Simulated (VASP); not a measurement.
The system is Rb2InBiF6.

```
CELL_PARAMETERS angstrom
0.00000 4.87586 4.87586
4.87586 0.00000 4.87586
4.87586 4.87586 0.00000
ATOMIC_POSITIONS crystal
Rb 0.75000 0.75000 0.75000
Rb 0.25000 0.25000 0.25000
In 0.50000 0.50000 0.50000
Bi 0.00000 0.00000 0.00000
F 0.76625 0.23375 0.23375
F 0.23375 0.23375 0.76625
F 0.23375 0.76625 0.76625
F 0.23375 0.76625 0.23375
F 0.76625 0.23375 0.76625
F 0.76625 0.76625 0.23375
```

- Program: VASP 6.6.1
- Task: relaxation of cell and atoms
- Functional: PBEsol
- Potentials or basis: VASP PAW PBE potentials, release 64 (Rb_sv, In_d, Bi_d, F)
- Cutoff: 600 eV
- k mesh: 6 × 6 × 6
- Occupations: gaussian, width 0.02 eV
- Spin: no spin polarisation

At the start: pressure -1.9 GPa; volume 23.18 Å³/atom.

**Question.** How do energy, volume and symmetry change on relaxing?

**Answer.** Over 7 steps the energy falls by 8.3 meV/atom and the volume is 21.78 Å³/atom (-6.1 %); space group Fm-3m (No. 225, to 0.1 Å) before and after.

Step by step:
| step | energy change (eV) | largest force (eV/Å) | pressure (GPa) | volume (Å³) |
| --- | --- | --- | --- | --- |
| 1 | 0.0000 | 0.0898 | -1.89 | 231.84 |
| 2 | -0.0600 | 0.2150 | -0.23 | 222.80 |
| 3 | -0.0602 | 0.2368 | -0.11 | 222.21 |
| 4 | -0.0739 | 0.1502 | -0.06 | 220.37 |
| 5 | -0.0826 | 0.0076 | 0.06 | 217.28 |
| 6 | -0.0826 | 0.0120 | 0.05 | 217.38 |
| 7 | -0.0827 | 0.0024 | -0.04 | 217.77 |

Final structure:
```
Rb In Bi F
1.0
     0.00000    4.77514    4.77514
     4.77514    0.00000    4.77514
     4.77514    4.77514    0.00000
Rb In Bi F
2 1 1 6
Cartesian
  7.1627 7.1627 7.1627
  2.3876 2.3876 2.3876
  4.7751 4.7751 4.7751
  4.7751 4.7751 0.0000
  2.2568 4.7751 4.7751
  4.7751 4.7751 2.2568
  7.2935 4.7751 4.7751
  4.7751 2.2568 4.7751
  4.7751 7.2935 4.7751
  4.7751 4.7751 7.2935
```

Caveat: the PAW data sets were made with another functional, which shifts forces and pressure a little.
